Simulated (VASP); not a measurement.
Input of a VASP 6.6.1 run:

File INCAR:

```
PREC     = Accurate       # precision mode
ENCUT    = 520            # plane-wave cutoff, eV
EDIFF    = 1E-6           # SCF threshold, eV
ISMEAR   = -1             # smearing method
SIGMA    = 0.1            # smearing width, eV
LREAL    = F              # projectors in reciprocal space
LASPH    = T              # aspherical terms in the spheres
NELM     = 80             # most SCF steps
ALGO     = Normal         # electronic algorithm
ISIF     = 2              # what is computed and relaxed
LWAVE    = F              # write WAVECAR
LCHARG   = F              # write CHGCAR
GGA      = B5             # functional
ALDAX    = 1.0          
AGGAX    = 1.0          
AGGAC    = 1.0          
ALDAC    = 0.0          
NBANDS   = 10             # bands
```

Contents of KPOINTS:

```
Automatic mesh
0
Gamma
  14 14 14
```

File POSCAR:

```
Ir
1.0
    0.0000000000      1.9688422975      1.9688422975
    1.9688422975      0.0000000000      1.9688422975
    1.9688422975      1.9688422975      0.0000000000
Ir
1
Direct
    0.0000000000      0.0000000000      0.0000000000
```

Potentials or basis: VASP PAW PBE potentials, release 64 (Ir).

Launch:

```console
$ cat potpaw_PBE.64/Ir/POTCAR > POTCAR
$ mpirun -np 1 vasp_std > vasp.out
```

(1) What does it give for the pressure?

## Answers

(1) 2.4 GPa.

Caveat: the PAW data sets were made with another functional, which shifts forces and pressure a little.
